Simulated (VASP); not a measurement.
# WS2 in VASP: single point with PBEsol

Aim: the single point of WS2 with PBEsol.

Everything below comes from runs of VASP 6.6.1. Logs are shortened: lines on timing, memory, paths and dates and some standing lists are left out, and cuts for length are marked.

## 1. The cell of the first run

The cell holds a slab with vacuum, 3 atoms: a = 3.146 Å, b = 3.146 Å, c = 17.022 Å, α = 92.57°, β = 84.86°, γ = 120.00°.

## 2. Single point, PBEsol (shear of c along a, cell held: +9.0 %, then relaxed in part)

Contents of INCAR:

```
PREC     = Accurate       # precision mode
ENCUT    = 520            # plane-wave cutoff, eV
EDIFF    = 1E-6           # SCF threshold, eV
ISMEAR   = 0              # smearing method
SIGMA    = 0.02           # smearing width, eV
LREAL    = F              # projectors in reciprocal space
LASPH    = T              # aspherical terms in the spheres
NELM     = 60             # most SCF steps
ALGO     = Normal         # electronic algorithm
ISIF     = 2              # what is computed and relaxed
LWAVE    = F              # write WAVECAR
LCHARG   = T              # write CHGCAR
GGA      = PS             # functional
LELF     = T              # ELF
LVHAR    = T            
NBANDS   = 20             # bands
```

Contents of KPOINTS:

```
Automatic mesh
0
Gamma
  12 12 2
```

Contents of POSCAR:

```
WS2
1.0
    3.1457762274      0.0000000000      0.0000000000
   -1.5728881137      2.7243221276      0.0000000000
    1.5258078956      0.0000000000     16.9534210617
W S
1 2
Direct
    0.3333468649      0.6666937299      0.0000000000
    0.7114931726      0.3333198017      0.9075605311
    0.6218266291      0.3333198017      0.0924394689
```

Potentials or basis: VASP PAW PBE potentials, release 64 (W_sv, S).

Launch:

```sh
$ cat potpaw_PBE.64/W_sv/POTCAR potpaw_PBE.64/S/POTCAR > POTCAR
$ mpirun -np 1 vasp_std > vasp.out
```

OUTCAR:

```text
PREC = Accurate
   ENCUT = 520
   EDIFF = 1E-6
   ISMEAR = 0
   LREAL = F
   LASPH = T
   NELM = 60
   ISIF = 2
   GGA = PS

 ion  position               nearest neighbor table
   1  0.333  0.667  0.000-   2 2.40   3 2.40   3 2.40   2 2.40   2 2.40   3 2.40
   2  0.711  0.333  0.908-   1 2.40   1 2.40   1 2.40
   3  0.622  0.333  0.092-   1 2.40   1 2.40   1 2.40

  LATTYP: Found a base centered monoclinic cell.
 ALAT       =     3.1457762274
 B/A-ratio  =     1.7320508076
 C/A-ratio  =     5.4110472925
 COS(beta)  =    -0.0896376995

  Lattice vectors:

 A1 = (  -1.5728881137,   2.7243221276,   0.0000000000)
 A2 = (  -1.5728881137,  -2.7243221276,   0.0000000000)
 A3 = (   1.5258078956,   0.0000000000,  16.9534210617)

Analysis of symmetry for initial positions (statically):
=====================================================================
 Subroutine PRICEL returns:
 Original cell was already a primitive cell.

 Routine SETGRP: Setting up the symmetry group for a
 base centered monoclinic supercell.

 Subroutine GETGRP returns: Found  2 space group operations
 (whereof  2 operations were pure point group operations)
 out of a pool of  4 trial point group operations.

The static configuration has the point symmetry C_2 .

Analysis of symmetry for dynamics (positions and initial velocities):
=====================================================================
 Subroutine PRICEL returns:
 Original cell was already a primitive cell.

 Routine SETGRP: Setting up the symmetry group for a
 base centered monoclinic supercell.

 Subroutine GETGRP returns: Found  2 space group operations
 (whereof  2 operations were pure point group operations)
 out of a pool of  4 trial point group operations.

The dynamic configuration has the point symmetry C_2 .

 Subroutine INISYM returns: Found  2 space group operations
 (whereof  2 operations are pure point group operations),
 and found     1 'primitive' translations

----------------------------------------------------------------------------------------

                                     Primitive cell

  volume of cell :     145.2926

  direct lattice vectors                    reciprocal lattice vectors
     3.145776227  0.000000000  0.000000000     0.317886565  0.183531894 -0.028609791
    -1.572888114  2.724322128  0.000000000     0.000000000  0.367063788  0.000000000
     1.525807896  0.000000000 16.953421062     0.000000000  0.000000000  0.058985145

  length of vectors
     3.145776227  3.145776227 17.021943938     0.368177056  0.367063788  0.058985145

  position of ions in fractional coordinates (direct lattice)
     0.333346865  0.666693730  0.000000000
     0.711493173  0.333319802  0.907560531
     0.621826629  0.333319802  0.092439469

  ion indices of the primitive-cell ions
   primitive index   ion index
                 1           1
                 2           2
                 3           3

----------------------------------------------------------------------------------------

 KPOINTS: Automatic mesh

Automatic generation of k-mesh.
 Grid dimensions read from file:
 generate k-points for:   12   12    2

 Generating k-lattice:

  Cartesian coordinates                     Fractional coordinates (reciprocal lattice)
     0.026490547  0.015294325 -0.002384149     0.083333333  0.000000000  0.000000000
     0.000000000  0.030588649  0.000000000     0.000000000  0.083333333  0.000000000
     0.000000000  0.000000000  0.029492573     0.000000000  0.000000000  0.500000000

  Length of vectors
     0.030681421  0.030588649  0.029492573

  Shift w.r.t. Gamma in fractional coordinates (k-lattice)
     0.000000000  0.000000000  0.000000000

 Subroutine IBZKPT returns following result:
 ===========================================

 Found     86 irreducible k-points:

 Following reciprocal coordinates:
            Coordinates               Weight
  0.000000  0.000000  0.000000      1.000000
  0.083333 -0.000000  0.000000      4.000000
  0.166667  0.000000 -0.000000      4.000000
  0.250000 -0.000000  0.000000      4.000000
  0.333333 -0.000000 -0.000000      4.000000
  0.416667  0.000000 -0.000000      4.000000
[... 16 lines left out ...]
  0.333333  0.166667 -0.000000      4.000000
  0.416667  0.166667 -0.000000      4.000000
 [... further k-points ...]
   k-points           NKPTS =     86   k-points in BZ     NKDIM =     86   number of bands    NBANDS=     20
   number of dos      NEDOS =    301   number of ions     NIONS =      3
   total plane-waves  NPLWV =  73728
   dimension x,y,z NGX =    24 NGY =   24 NGZ =  128
   dimension x,y,z NGXF=    48 NGYF=   48 NGZF=  256
   ions per type =               1   2
   NGX,Y,Z   is equivalent  to a cutoff of  12.68, 12.68, 12.50 a.u.
   NGXF,Y,Z  is equivalent  to a cutoff of  25.37, 25.37, 25.00 a.u.
 SYSTEM =  unknown system
   PREC   = accura    normal or accurate (medium, high low for compatibility)
   ISTART =      0    job   : 0-new  1-cont  2-samecut
   ICHARG =      2    charge: 1-file 2-atom 10-const
   ISPIN  =      1    spin polarized calculation?
   LNONCOLLINEAR =      F non collinear calculations
   LSORBIT =      F    spin-orbit coupling
   LASPH  =      T    aspherical Exc in radial PAW
   ENCUT  =  520.0 eV  38.22 Ry    6.18 a.u.   5.85  5.85 31.65*2*pi/ulx,y,z
   NELM   =     60;   NELMIN=  2; NELMDL= -5     # of ELM steps
   EDIFF  = 0.1E-05   stopping-criterion for ELM
   LREAL  =      F    real-space projection
   EDIFFG = 0.1E-04   stopping-criterion for IOM
   NSW    =      0    number of steps for IOM
   IBRION =     -1    ionic relax: 0-MD 1-quasi-New 2-CG
   NFREE  =      0    steps in history (QN), initial steepest desc. (CG)
   ISIF   =      2    stress and relaxation
   ISYM   =      2    0-nonsym 1-usesym 2-fastsym
   POTIM  = 0.5000    time-step for ionic-motion
   TEBEG  =    0.0;   TEEND  =   0.0 temperature during run
   PSTRESS=    0.0 pullay stress
   NELECT =      26.0000    total number of electrons
   NUPDOWN=      -1.0000    fix difference up-down
   EMIN   =  10.00;   EMAX   =-10.00  energy-range for DOS
   EFERMI =   0.00;   METHOD = LEGACY
   ISMEAR =     0;   SIGMA  =   0.02  broadening in eV -4-tet -1-fermi 0-gaus
   EFERMI_NEDOS =   21; number of points for ismear=-14 and -15
   IALGO  =     38    algorithm
   IMIX   =      4    mixing-type and parameters
     AMIX     =   0.40;   BMIX     =  1.00
     AMIX_MAG =   1.60;   BMIX_MAG =  1.00
  volume/ion in A,a.u.               =      48.43       326.83
  Fermi-wavevector in a.u.,A,eV,Ry     =   0.922539  1.743346 11.579622  0.851078
  Thomas-Fermi vector in A             =   2.048077
   LORBIT       =      0    0 simple, 1 ext, 2 COOP (PROOUT), +10 PAW based schemes
   GGA     = PS    functional components
   LHFCALC =     F    Hartree Fock is set to
   AEXX    =    0.0000 exact exchange contribution
   IVDW    =     0    specifies the selected vdW correction
   LEPSILON=     F    determine dielectric tensor
   LRPA    =     F    only Hartree local field effects (RPA)
 non-spin polarized calculation
 Gauss-broadening in eV      SIGMA  =   0.02
  energy-cutoff  :      520.00
  volume of cell :      145.29
 maximum number of plane-waves:      3942
   NGX = 11   NGY = 11   NGZ = 63

 number of electron      25.9999994 magnetization

 Free energy of the ion-electron system (eV)
  ---------------------------------------------------
  ext. energy  EPLUGINS =         0.00000000
  ---------------------------------------------------
  free energy    TOTEN  =       -25.24904657 eV

  energy without entropy =      -25.24904657  energy(sigma->0) =      -25.24904657

 E-fermi :  -0.9681     XC(G=0):  -4.6027

 val. band max:       -1.1461129106   @ k =   0.3333   0.3333  -0.0000
 cond. band min:       0.7955374728   @ k =   0.3333   0.3333  -0.0000
 fundamental gap:      1.9416503834
 Fermi energy:        -0.9681402959

 k-point     1 :       0.0000    0.0000    0.0000
  band No.  band energies     occupation
      1     -75.0521      2.00000
      2     -39.3304      2.00000
      3     -39.1357      2.00000
      4     -39.1357      2.00000
      5     -16.0365      2.00000
      6     -14.3443      2.00000
[... 12 lines left out ...]
     19       4.4027      0.00000
     20       4.5075      0.00000

 k-point     2 :       0.0833   -0.0000    0.0000
  band No.  band energies     occupation
      1     -75.0507      2.00000
      2     -39.3256      2.00000
      3     -39.1619      2.00000
      4     -39.1418      2.00000
      5     -15.9153      2.00000
      6     -14.2996      2.00000
[... 12 lines left out ...]
     19       4.5403      0.00000
     20       4.9316      0.00000

 k-point     3 :       0.1667    0.0000   -0.0000
  band No.  band energies     occupation
      1     -75.0471      2.00000
      2     -39.3127      2.00000
      3     -39.2327      2.00000
      4     -39.1582      2.00000
      5     -15.5699      2.00000
      6     -14.1726      2.00000
[... 12 lines left out ...]
     19       4.9416      0.00000
     20       5.7955      0.00000

 k-point     4 :       0.2500   -0.0000    0.0000
  band No.  band energies     occupation
      1     -75.0421      2.00000
      2     -39.3282      2.00000
      3     -39.2950      2.00000
      4     -39.1806      2.00000
      5     -15.0553      2.00000
      6     -13.9855      2.00000
[... 429 lines left out ...]
 k-point    23 :       0.3333    0.1667   -0.0000
  band No.  band energies     occupation
      1     -75.0321      2.00000
      2     -39.4674      2.00000
      3     -39.2744      2.00000
      4     -39.2593      2.00000
      5     -13.7916      2.00000
      6     -13.5249      2.00000
[... 12 lines left out ...]
     19       7.1706      0.00000
     20       7.3878      0.00000

 k-point    24 :       0.4167    0.1667   -0.0000
  band No.  band energies     occupation
      1     -75.0309      2.00000
      2     -39.4838      2.00000
      3     -39.2847      2.00000
      4     -39.2552      2.00000
      5     -13.6110      2.00000
      6     -13.4615      2.00000
[... 12 lines left out ...]
     19       7.5581      0.00000
     20       8.1342      0.00000

 [... further k-points ...]

------------------------ aborting loop because EDIFF is reached ----------------------------------------

  FORCE on cell =-STRESS in cart. coord.  units (eV):
  Direction    XX          YY          ZZ          XY          YZ          ZX
  --------------------------------------------------------------------------------------
  -------------------------------------------------------------------------------------
  Total        0.0276226      0.0297812      0.0188996      0.0000000      0.0000000     -0.0002505
  in kB        0.3046008      0.3284044      0.2084100      0.0000000      0.0000000     -0.0027621
  external PRESSURE =       0.2804717 kB  Pullay stress =       0.0000000 kB

 VOLUME and BASIS-vectors are now :
 -----------------------------------------------------------------------------
  energy-cutoff  :      520.00
  volume of cell :      145.29
      direct lattice vectors                 reciprocal lattice vectors
     3.145776227  0.000000000  0.000000000     0.317886565  0.183531894 -0.028609791
    -1.572888114  2.724322128  0.000000000     0.000000000  0.367063788  0.000000000
     1.525807896  0.000000000 16.953421062     0.000000000  0.000000000  0.058985145

 POSITION                                       TOTAL-FORCE (eV/Angst)
 -----------------------------------------------------------------------------------
     -0.00000      1.81629      0.00000        -0.000000     -0.002485      0.000000
      3.09869      0.90807     15.38626         0.000167      0.001243     -0.015176
      1.57290      0.90807      1.56717        -0.000167      0.001243      0.015176
 -----------------------------------------------------------------------------------
    total drift:                                0.000000      0.000003      0.000000

  FREE ENERGIE OF THE ION-ELECTRON SYSTEM (eV)
  ---------------------------------------------------
  free  energy   TOTEN  =       -25.2490465667 eV

  energy  without entropy=      -25.2490465667  energy(sigma->0) =      -25.24904657
```

It took 4.9 min on 1 thread of AMD EPYC 7R43 (Zen 3), shared host; peak memory 0.35 GiB.

Results:

| Property | Result |
| --- | --- |
| Free energy | -25.2490 eV |
| Largest force | 0.015 eV/Å |
| Band gap on the k mesh | 1.94 eV |

Forces in eV/Å, atoms in the order of the input:
```
W    0.000 -0.002  0.000
S    0.000  0.001 -0.015
S    0.000  0.001  0.015
```

Caveat: the cell differs from its parent crystal (shear of c along a, cell held: +9.0 %, then relaxed in part); there is no dipole correction, which matters where the two faces differ; the PAW data sets were made with another functional, which shifts forces and pressure a little; spin-orbit coupling is left out, which moves the levels of the heavy elements.
